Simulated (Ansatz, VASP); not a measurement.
**One calculation of CsCl, two programs**

The input INCAR:

```
  PREC = Accurate
  ENCUT = 500
  EDIFF = 1E-6
  ISMEAR = 0
  SIGMA = 0.01
  LREAL = False
  LASPH = True
  NELM = 120
  ALGO = Normal
  ISIF = 2
  LWAVE = False
  LCHARG = False
  GGA = PE
  NBANDS = 15
  GGA_COMPAT = False
```

KPOINTS

```
regular mesh
0
Gamma
  4 4 4
```

Contents of POSCAR:

```
CsCl
1.0
    4.1406758997      0.0000000000      0.0000000000
    0.0000000000      4.1406758997      0.0000000000
    0.0000000000      0.0000000000      4.1406758997
Cs Cl
1 1
Direct
    0.0000000000      0.0000000000      0.0000000000
    0.5000000000      0.5000000000      0.5000000000
```

Input for Ansatz:

```yaml
crystal:
  lattice:
    - [4.1406758997, 0.0, 0.0]
    - [0.0, 4.1406758997, 0.0]
    - [0.0, 0.0, 4.1406758997]
  atoms:
    - { symbol: Cs, position: [0.0, 0.0, 0.0] }
    - { symbol: Cl, position: [0.5, 0.5, 0.5] }
kpoints:
  mp_grid: { grid: [4, 4, 4] }
hamiltonian:
  xc: pbe
scf:
  occupations: { method: fixed }
  n_extra_bands: 4
  convergence: { dr2_threshold: 1.0e-12 }
  max_iter: 82
output:
  forces: true
  stress: true
  eigenvalues: true
```

Alike in both runs: task single point; functional PBE; k mesh 4 × 4 × 4; no spin polarisation.

|  | VASP | Ansatz |
| --- | --- | --- |
| version | VASP 6.6.1 | Ansatz 0.2.0 |
| potentials or method | VASP PAW PBE potentials, release 64 (Cs_sv, Cl) | plane waves |
| plane-wave cutoff (eV) | 500 | 420 |
| occupations | gaussian, width 0.01 eV | fixed |
| valence electrons in the cell | 16 | 16 |

VASP gave:

```
gap on the k mesh at the Fermi level (eV) : 5.20
pressure (GPa)                            : 0.8
```

Q: Estimate Ansatz's values.

A: gap on the k mesh at the Fermi level (eV): 5.21; pressure (GPa): 0.8.

Spin-orbit coupling is off throughout.
